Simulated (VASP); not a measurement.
# Al (I4/mmm) in VASP: single point with r2SCAN

Aim: the single point of Al with r2SCAN.

Program: VASP 6.6.1. These are calculated values, not measurements. Logs are shortened: lines on timing, memory, paths and dates and some standing lists are left out, and cuts for length are marked.

## (1) The cell of the first run

It takes space group I4/mmm (No. 139, tetragonal). Conventional cell: a = 3.023 Å, b = 3.023 Å, c = 3.342 Å, α = 90.00°, β = 90.00°, γ = 90.00°. Al (site symmetry 4/mmm) has 14 Al at 2.71 to 3.34 Å within 3.6 Å.

## (2) Single point, r2SCAN (strain -0.050 along x and y, +0.050 along z)

POSCAR reads:

```
Al
1.0
   -1.5116577555      1.5116577555      1.6707796245
    1.5116577555     -1.5116577555      1.6707796245
    1.5116577555      1.5116577555     -1.6707796245
Al
1
Direct
    0.0000000000      0.0000000000      0.0000000000
```

INCAR.step1 reads:

```
SYSTEM = Al
PREC     = Accurate       ! precision mode
ENCUT    = 520            ! plane-wave cutoff, eV
ISMEAR   = 0              ! smearing method
SIGMA    = 0.15           ! smearing width, eV
LREAL    = .FALSE.        ! projectors in reciprocal space
LASPH    = .TRUE.         ! aspherical terms in the spheres
NELM     = 60             ! most SCF steps
NBANDS   = 8              ! bands
GGA      = PE             ! functional
ALGO     = Normal         ! electronic algorithm
EDIFF    = 1E-4           ! SCF threshold, eV
LWAVE    = .TRUE.         ! write WAVECAR
LCHARG   = .FALSE.        ! write CHGCAR
```

INCAR.step2 reads:

```
SYSTEM = Al
PREC     = Accurate       ! precision mode
ENCUT    = 520            ! plane-wave cutoff, eV
EDIFF    = 1E-6           ! SCF threshold, eV
ISMEAR   = 0              ! smearing method
SIGMA    = 0.15           ! smearing width, eV
LREAL    = .FALSE.        ! projectors in reciprocal space
LASPH    = .TRUE.         ! aspherical terms in the spheres
NELM     = 60             ! most SCF steps
ALGO     = Normal         ! electronic algorithm
ISIF     = 2              ! what is computed and relaxed
LWAVE    = .FALSE.        ! write WAVECAR
LCHARG   = .TRUE.         ! write CHGCAR
METAGGA  = R2SCAN         ! meta-GGA
LMIXTAU  = .TRUE.       
LELF     = .TRUE.         ! ELF
LVHAR    = .TRUE.       
NBANDS   = 8              ! bands
ISTART   = 1
```

KPOINTS reads:

```
regular mesh
0
G
  20 20 20
  0 0 0
```

Potentials or basis: VASP PAW PBE potentials, release 64 (Al).

On the command line:

```
$ cat potpaw_PBE.64/Al/POTCAR > POTCAR
$ cp INCAR.step1 INCAR
$ mpirun -np 1 vasp_std > vasp.out
$ cp INCAR.step2 INCAR
$ mpirun -np 1 vasp_std > vasp.out
```

OUTCAR:

```text
SYSTEM = Al
   PREC = Accurate
   ENCUT = 520
   EDIFF = 1E-6
   ISMEAR = 0
   LREAL = .FALSE.
   LASPH = .TRUE.
   NELM = 60
   ISIF = 2
   METAGGA = R2SCAN
   ISTART = 1

 ion  position               nearest neighbor table
   1  0.000  0.000  0.000-

  LATTYP: Found a body centered tetragonal cell.
 ALAT       =     3.0233155110
 C/A-ratio  =     1.1052631579

  Lattice vectors:

 A1 = (  -1.5116577555,   1.5116577555,   1.6707796245)
 A2 = (   1.5116577555,  -1.5116577555,   1.6707796245)
 A3 = (   1.5116577555,   1.5116577555,  -1.6707796245)

Analysis of symmetry for initial positions (statically):
=====================================================================
 Subroutine PRICEL returns:
 Original cell was already a primitive cell.

 Routine SETGRP: Setting up the symmetry group for a
 body centered tetragonal supercell.

 Subroutine GETGRP returns: Found 16 space group operations
 (whereof 16 operations were pure point group operations)
 out of a pool of 16 trial point group operations.

The static configuration has the point symmetry D_4h.

Analysis of symmetry for dynamics (positions and initial velocities):
=====================================================================
 Subroutine PRICEL returns:
 Original cell was already a primitive cell.

 Routine SETGRP: Setting up the symmetry group for a
 body centered tetragonal supercell.

 Subroutine GETGRP returns: Found 16 space group operations
 (whereof 16 operations were pure point group operations)
 out of a pool of 16 trial point group operations.

The dynamic configuration has the point symmetry D_4h.

 Subroutine INISYM returns: Found 16 space group operations
 (whereof 16 operations are pure point group operations),
 and found     1 'primitive' translations

----------------------------------------------------------------------------------------

                                     Primitive cell

  volume of cell :      15.2717

  direct lattice vectors                    reciprocal lattice vectors
    -1.511657755  1.511657755  1.670779624     0.000000000  0.330762700  0.299261490
     1.511657755 -1.511657755  1.670779624     0.330762700  0.000000000  0.299261490
     1.511657755  1.511657755 -1.670779624     0.330762700  0.330762700  0.000000000

  length of vectors
     2.713249508  2.713249508  2.713249508     0.446050897  0.446050897  0.467769096

  position of ions in fractional coordinates (direct lattice)
     0.000000000  0.000000000  0.000000000

  ion indices of the primitive-cell ions
   primitive index   ion index
                 1           1

----------------------------------------------------------------------------------------

 KPOINTS: regular mesh

Automatic generation of k-mesh.
 Grid dimensions read from file:
 generate k-points for:   20   20   20

 Generating k-lattice:

  Cartesian coordinates                     Fractional coordinates (reciprocal lattice)
     0.000000000  0.016538135  0.014963075     0.050000000  0.000000000  0.000000000
     0.016538135  0.000000000  0.014963075     0.000000000  0.050000000  0.000000000
     0.016538135  0.016538135  0.000000000     0.000000000  0.000000000  0.050000000

  Length of vectors
     0.022302545  0.022302545  0.023388455

  Shift w.r.t. Gamma in fractional coordinates (k-lattice)
     0.000000000  0.000000000  0.000000000

 Subroutine IBZKPT returns following result:
 ===========================================

 Found    641 irreducible k-points:

 Following reciprocal coordinates:
            Coordinates               Weight
  0.000000  0.000000  0.000000      1.000000
  0.050000  0.000000 -0.000000      8.000000
  0.100000 -0.000000  0.000000      8.000000
  0.150000  0.000000 -0.000000      8.000000
  0.200000 -0.000000  0.000000      8.000000
  0.250000  0.000000 -0.000000      8.000000
[... 16 lines left out ...]
 -0.400000  0.050000  0.000000     16.000000
 -0.350000  0.050000  0.000000     16.000000
 [... further k-points ...]
   k-points           NKPTS =    641   k-points in BZ     NKDIM =    641   number of bands    NBANDS=      8
   number of dos      NEDOS =    301   number of ions     NIONS =      1
   total plane-waves  NPLWV =   8000
   dimension x,y,z NGX =    20 NGY =   20 NGZ =   20
   dimension x,y,z NGXF=    40 NGYF=   40 NGZF=   40
   ions per type =               1
   NGX,Y,Z   is equivalent  to a cutoff of  12.25, 12.25, 12.25 a.u.
   NGXF,Y,Z  is equivalent  to a cutoff of  24.51, 24.51, 24.51 a.u.
 SYSTEM =  Al
   PREC   = accura    normal or accurate (medium, high low for compatibility)
   ISTART =      1    job   : 0-new  1-cont  2-samecut
   ICHARG =      0    charge: 1-file 2-atom 10-const
   ISPIN  =      1    spin polarized calculation?
   LNONCOLLINEAR =      F non collinear calculations
   LSORBIT =      F    spin-orbit coupling
   LASPH  =      T    aspherical Exc in radial PAW
   ENCUT  =  520.0 eV  38.22 Ry    6.18 a.u.   5.04  5.04  5.04*2*pi/ulx,y,z
   NELM   =     60;   NELMIN=  2; NELMDL=  0     # of ELM steps
   EDIFF  = 0.1E-05   stopping-criterion for ELM
   LREAL  =      F    real-space projection
   EDIFFG = 0.1E-04   stopping-criterion for IOM
   NSW    =      0    number of steps for IOM
   IBRION =     -1    ionic relax: 0-MD 1-quasi-New 2-CG
   NFREE  =      0    steps in history (QN), initial steepest desc. (CG)
   ISIF   =      2    stress and relaxation
   ISYM   =      2    0-nonsym 1-usesym 2-fastsym
   POTIM  = 0.5000    time-step for ionic-motion
   TEBEG  =    0.0;   TEEND  =   0.0 temperature during run
   PSTRESS=    0.0 pullay stress
   NELECT =       3.0000    total number of electrons
   NUPDOWN=      -1.0000    fix difference up-down
   EMIN   =  10.00;   EMAX   =-10.00  energy-range for DOS
   EFERMI =   0.00;   METHOD = LEGACY
   ISMEAR =     0;   SIGMA  =   0.15  broadening in eV -4-tet -1-fermi 0-gaus
   EFERMI_NEDOS =   21; number of points for ismear=-14 and -15
   IALGO  =     38    algorithm
   IMIX   =      4    mixing-type and parameters
     AMIX     =   0.40;   BMIX     =  1.00
     AMIX_MAG =   1.60;   BMIX_MAG =  1.00
  volume/ion in A,a.u.               =      15.27       103.06
  Fermi-wavevector in a.u.,A,eV,Ry     =   0.951670  1.798396 12.322477  0.905676
  Thomas-Fermi vector in A             =   2.080162
   LORBIT       =      0    0 simple, 1 ext, 2 COOP (PROOUT), +10 PAW based schemes
   METAGGA = R2SCAN    functional components
   LHFCALC =     F    Hartree Fock is set to
   AEXX    =    0.0000 exact exchange contribution
   IVDW    =     0    specifies the selected vdW correction
   LEPSILON=     F    determine dielectric tensor
   LRPA    =     F    only Hartree local field effects (RPA)
 non-spin polarized calculation
 Gauss-broadening in eV      SIGMA  =   0.15
  energy-cutoff  :      520.00
  volume of cell :       15.27
 maximum number of plane-waves:       426
   NGX = 11   NGY = 11   NGZ = 11

 number of electron       3.0000000 magnetization

 Free energy of the ion-electron system (eV)
  ---------------------------------------------------
  ext. energy  EPLUGINS =         0.00000000
  ---------------------------------------------------
  free energy    TOTEN  =        -6.63012263 eV

  energy without entropy =       -6.62636808  energy(sigma->0) =       -6.62824536

 E-fermi :   8.8625     XC(G=0): -11.2073

 val. band max:        8.8594920744   @ k =   0.4000   0.3000   0.0000
 cond. band min:       8.8751072270   @ k =  -0.2500   0.4000   0.2000
 fundamental gap:      0.0156151526
 Fermi energy:         8.8624536958

 k-point     1 :       0.0000    0.0000    0.0000
  band No.  band energies     occupation
      1      -3.5555      2.00000
      2      22.7051      0.00000
      3      22.7051      0.00000
      4      25.2205      0.00000
      5      25.2565      0.00000
      6      25.3710      0.00000
      7      25.9334      0.00000
      8      25.9334      0.00000

 k-point     2 :       0.0500    0.0000   -0.0000
  band No.  band energies     occupation
      1      -3.4773      2.00000
      2      21.7812      0.00000
      3      22.3931      0.00000
      4      24.5076      0.00000
      5      24.7705      0.00000
      6      25.5421      0.00000
      7      26.3548      0.00000
      8      26.4560      0.00000

 k-point     3 :       0.1000   -0.0000    0.0000
  band No.  band energies     occupation
      1      -3.2431      2.00000
      2      19.7803      0.00000
      3      21.7333      0.00000
      4      23.8418      0.00000
      5      23.8996      0.00000
      6      25.7452      0.00000
      7      26.4858      0.00000
      8      27.1309      0.00000

 k-point     4 :       0.1500    0.0000   -0.0000
  band No.  band energies     occupation
      1      -2.8536      2.00000
      2      17.5412      0.00000
      3      21.0213      0.00000
      4      22.9362      0.00000
      5      23.2609      0.00000
      6      25.3726      0.00000
      7      26.5371      0.00000
      8      27.2853      0.00000

 k-point     5 :       0.2000   -0.0000    0.0000
  band No.  band energies     occupation
      1      -2.3103      2.00000
      2      15.3090      0.00000
      3      20.3652      0.00000
      4      22.0157      0.00000
      5      22.7088      0.00000
      6      24.6739      0.00000
      7      26.6935      0.00000
      8      27.9687      0.00000

 k-point     6 :       0.2500    0.0000   -0.0000
  band No.  band energies     occupation
      1      -1.6150      2.00000
      2      13.1532      0.00000
      3      19.8016      0.00000
      4      21.1937      0.00000
      5      22.2047      0.00000
      6      23.9822      0.00000
      7      26.9843      0.00000
      8      28.8514      0.00000

 k-point     7 :       0.3000    0.0000   -0.0000
  band No.  band energies     occupation
      1      -0.7703      2.00000
      2      11.1008      0.00000
      3      19.3442      0.00000
      4      20.4950      0.00000
      5      21.7746      0.00000
      6      23.3679      0.00000
      7      27.4115      0.00000
      8      29.8674      0.00000
[... 133 lines left out ...]
 k-point    20 :       0.4500    0.0500   -0.0000
  band No.  band energies     occupation
      1       3.2503      2.00000
      2       5.0744      2.00000
      3      17.4083      0.00000
      4      19.1061      0.00000
      5      21.4626      0.00000
      6      23.1588      0.00000
      7      29.5837      0.00000
      8      31.8507      0.00000

 k-point    21 :       0.5000    0.0500   -0.0000
  band No.  band energies     occupation
      1       3.3740      2.00000
      2       4.9373      2.00000
      3      17.5224      0.00000
      4      18.9784      0.00000
      5      21.5793      0.00000
      6      23.0021      0.00000
      7      28.8326      0.00000
      8      32.5686      0.00000

 k-point    22 :      -0.4500    0.0500    0.0000
  band No.  band energies     occupation
      1       2.0894      2.00000
      2       6.4792      2.00000
      3      17.7706      0.00000
      4      18.9812      0.00000
      5      21.8200      0.00000
      6      22.9631      0.00000
      7      28.0284      0.00000
      8      33.1911      0.00000

 k-point    23 :      -0.4000    0.0500    0.0000
  band No.  band energies     occupation
      1       0.8860      2.00000
      2       8.2103      2.00000
      3      18.1511      0.00000
      4      19.1149      0.00000
      5      22.1763      0.00000
      6      23.0367      0.00000
      7      27.3252      0.00000
      8      32.4769      0.00000

 k-point    24 :      -0.3500    0.0500    0.0000
  band No.  band energies     occupation
      1      -0.1825      2.00000
      2      10.0752      0.00000
      3      18.6582      0.00000
      4      19.3818      0.00000
      5      22.6230      0.00000
      6      23.2224      0.00000
      7      26.7752      0.00000
      8      31.3704      0.00000

 [... further k-points ...]

------------------------ aborting loop because EDIFF is reached ----------------------------------------

  FORCE on cell =-STRESS in cart. coord.  units (eV):
  Direction    XX          YY          ZZ          XY          YZ          ZX
  --------------------------------------------------------------------------------------
  -------------------------------------------------------------------------------------
  Total        0.3326947      0.3326947      0.7996366      0.0000000     -0.0000000      0.0000000
  in kB       34.9036106     34.9036106     83.8913363      0.0000000     -0.0000000      0.0000000
  external PRESSURE =      51.2328525 kB  Pullay stress =       0.0000000 kB

 VOLUME and BASIS-vectors are now :
 -----------------------------------------------------------------------------
  energy-cutoff  :      520.00
  volume of cell :       15.27
      direct lattice vectors                 reciprocal lattice vectors
    -1.511657755  1.511657755  1.670779624     0.000000000  0.330762700  0.299261490
     1.511657755 -1.511657755  1.670779624     0.330762700  0.000000000  0.299261490
     1.511657755  1.511657755 -1.670779624     0.330762700  0.330762700  0.000000000

 POSITION                                       TOTAL-FORCE (eV/Angst)
 -----------------------------------------------------------------------------------
      0.00000      0.00000      0.00000         0.000000      0.000000     -0.000000
 -----------------------------------------------------------------------------------
    total drift:                                0.000000      0.000000     -0.000000

  FREE ENERGIE OF THE ION-ELECTRON SYSTEM (eV)
  ---------------------------------------------------
  free  energy   TOTEN  =        -6.6301226330 eV

  energy  without entropy=       -6.6263680827  energy(sigma->0) =       -6.62824536
```

Run time: 3 min. Hardware: 1 thread of Intel Xeon 8259CL, shared host; peak memory 0.18 GiB.

What came out:

```yaml
Free_energy: -6.6301 eV
Pressure: 5.1 GPa
Band_gap_on_the_k_mesh: zero (an odd number of electrons rules out a gap without spin polarisation)
```

Caveat: the cell differs from its parent crystal (strain -0.050 along x and y, +0.050 along z); the cell stands under pressure; the PAW data sets were made with another functional, which shifts forces and pressure a little.
